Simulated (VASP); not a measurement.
Write the native input for VASP 6.6.1 that does the following.

```yaml
Task: single point
Functional: PBE
Potentials_or_basis: VASP PAW PBE potentials, release 64 (Sn_d, O)
Cutoff: 520 eV
k_mesh: 6 × 6 × 6
Occupations: gaussian, width 0.05 eV
Spin: no spin polarisation
Dipole_correction: no
Further_INCAR_settings: ALGO = Normal; EDIFF = 1e-06; NBANDS = 64
```

The structure of SnO2 lies in POSCAR:

```
SnO2
1.0
    4.8859215865      0.0000000000      0.0000000000
    0.0000000000      5.8222201459      0.0000000000
    0.0000000000      0.0000000000      5.4113432386
Sn O
4 8
Direct
    0.5000000000      0.6651654903      0.7500000000
    0.0000000000      0.8348345097      0.2500000000
    0.5000000000      0.3348345097      0.2500000000
    0.0000000000      0.1651654903      0.7500000000
    0.7301204269      0.6070551965      0.0781681516
    0.2301204269      0.8929448035      0.9218318484
    0.7698795731      0.8929448035      0.5781681516
    0.2698795731      0.6070551965      0.4218318484
    0.7301204269      0.3929448035      0.5781681516
    0.2301204269      0.1070551965      0.4218318484
    0.7698795731      0.1070551965      0.0781681516
    0.2698795731      0.3929448035      0.9218318484
```

The input as run:

INCAR

```
SYSTEM = SnO2
PREC = Accurate
ENCUT = 520
EDIFF = 1E-6
ISMEAR = 0
SIGMA = 0.05
LREAL = .False.
LASPH = .True.
NELM = 60
ALGO = Normal
ISIF = 2
LWAVE = .False.
LCHARG = .False.
GGA = PE
NBANDS = 64
```

KPOINTS

```
Automatic mesh
0
Gamma
  6 6 6
  0 0 0
```

Potentials or basis: VASP PAW PBE potentials, release 64 (Sn_d, O).

Run with:

```console
$ cat potpaw_PBE.64/Sn_d/POTCAR potpaw_PBE.64/O/POTCAR > POTCAR
$ mpirun -np 1 vasp_std > vasp.out
```

It gave:

The pressure is -6.1 GPa and the largest force is 0.143 eV/Å. The band gap on the k mesh is 0.55 eV (least direct gap 0.58 eV).

Caveat: the cell stands under tension; semilocal functionals underestimate gaps, and a narrow one can read as zero; spin-orbit coupling is left out, which moves the levels of the heavy elements.

It took 7.9 min on 1 thread of Intel(R) Xeon(R) Platinum 8259CL CPU @ 2.50GHz (Skylake/Cascade Lake) (shared host), peak memory 0.53 GiB.
